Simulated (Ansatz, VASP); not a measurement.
Hg in VASP and in Ansatz

The input INCAR:

```
PREC = Accurate
ENCUT = 520
EDIFF = 1E-6
ISMEAR = -1
SIGMA = 0.05
LREAL = False
LASPH = True
NELM = 80
ALGO = Normal
ISIF = 2
LWAVE = False
LCHARG = True
GGA = PS
LELF = True
LVHAR = True
NBANDS = 19
```

File KPOINTS:

```
Automatic mesh
0
Gamma
  12 12 12
```

File POSCAR:

```
Hg
1.0
    0.0000000000      2.9386048670      2.9386048670
    2.9386048670      0.0000000000      2.9386048670
    2.9386048670      2.9386048670      0.0000000000
Hg
2
Direct
   -0.1250000000     -0.1250000000     -0.1250000000
    0.1250000000      0.1250000000      0.1250000000
```

Input for Ansatz:

```yaml
crystal:
  lattice:
    - [0.0, 2.938604867, 2.938604867]
    - [2.938604867, 0.0, 2.938604867]
    - [2.938604867, 2.938604867, 0.0]
  atoms:
    - { symbol: Hg, position: [-0.125, -0.125, -0.125] }
    - { symbol: Hg, position: [0.125, 0.125, 0.125] }
kpoints:
  mp_grid: { grid: [12, 12, 12] }
scf:
  occupations: { method: fermi_dirac, width: 0.05 }
hamiltonian:
  xc: pbesol
  pseudopotentials: { kind: all_electron, lapw: { basis_error: 0.001 } }
output:
  forces: true
  stress: true
  eigenvalues: true
  populations: true
```

Change from the starting cell: volume scaled by 0.7, LAPW.

Alike in both runs: task single point; functional PBEsol; k mesh 12 × 12 × 12; occupations fermi-dirac, width 0.05 eV; no spin polarisation.

|  | VASP | Ansatz |
| --- | --- | --- |
| version | VASP 6.6.1 | Ansatz 0.2.0 |
| potentials or method | VASP PAW PBE potentials, release 64 (Hg), cutoff 520 eV | all-electron LAPW, scalar-relativistic |

```csv
,VASP,Ansatz,Ansatz less VASP
pressure (GPa),22.7,21.2,-1.46
```

VASP's potentials were made for PBE, not for PBEsol. Ansatz ran all-electron here, and VASP with PAW potentials.

Spin-orbit coupling is off throughout.
